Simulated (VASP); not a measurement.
Input of a VASP 6.6.1 run:

The input INCAR:

```
PREC = Accurate ; ENCUT = 520
EDIFF = 1E-6 ; ISMEAR = -1
SIGMA = 0.1 ; LREAL = F
LASPH = T ; NELM = 60
ALGO = Normal ; ISIF = 2
LWAVE = F ; LCHARG = F
GGA = PS ; NBANDS = 26
```

File KPOINTS:

```
Automatic mesh
0
Gamma
  3 2 3
```

POSCAR

```
LiMg12
1.0
    6.4200000000      0.0000000000      0.0000000000
   -4.8150000000      8.3398250000      0.0000000000
    0.0000000000      0.0000000000      5.2130400000
Mg Li
12 1
Direct
   -0.0986616471     -0.0021823000      0.0289082762
    0.1718315386      0.2690464128      0.4074589875
    0.0036490583      0.3433285471     -0.0998649540
    0.2570866419      0.6143294374      0.4624748707
    0.0018871643      0.6456730207      0.0617106333
    0.1538679660      0.9289163741      0.5869128186
    0.4458947061     -0.0254321883      0.0240550619
    0.5770823491      0.1920184177      0.4979819836
    0.5168096312      0.3278126340     -0.0163628133
    0.6744000245      0.5069051209      0.5135007596
    0.5753063700      0.7172932286     -0.0928057333
    0.6612302043      0.9192519028      0.5126950877
    0.7537759293      0.7468621944      0.3417199945
```

Potentials or basis: VASP PAW PBE potentials, release 64 (Mg, Li_sv).

Run with:

```sh
$ cat potpaw_PBE.64/Mg/POTCAR potpaw_PBE.64/Li_sv/POTCAR > POTCAR
$ mpirun -np 1 vasp_std > vasp.out
```

Problem. What does it give for the largest force?

Solution. 2.148 eV/Å.

Problem. What does it give for the band gap on the k mesh?

Solution. Zero (an odd number of electrons rules out a gap without spin polarisation).

Forces on the atoms (eV/Å):
```
Mg   1.337  1.681  0.014
Mg  -0.213 -0.407  0.322
Mg  -0.038  0.006  0.137
Mg  -0.201 -0.576  0.182
Mg  -0.318  0.199 -0.968
Mg  -0.349 -0.850 -0.256
Mg  -0.235  0.288  0.325
Mg   0.931  0.442 -0.319
Mg  -0.446 -0.141  0.209
Mg   0.455 -0.213  0.491
Mg  -0.385 -2.058 -0.082
Mg  -1.055  1.802  0.338
Li   0.517 -0.174 -0.394
```

Caveat: the k points lie up to 0.40 Å⁻¹ apart, too coarse for converged energies and pressures of a metal; the PAW data sets were made with another functional, which shifts forces and pressure a little.
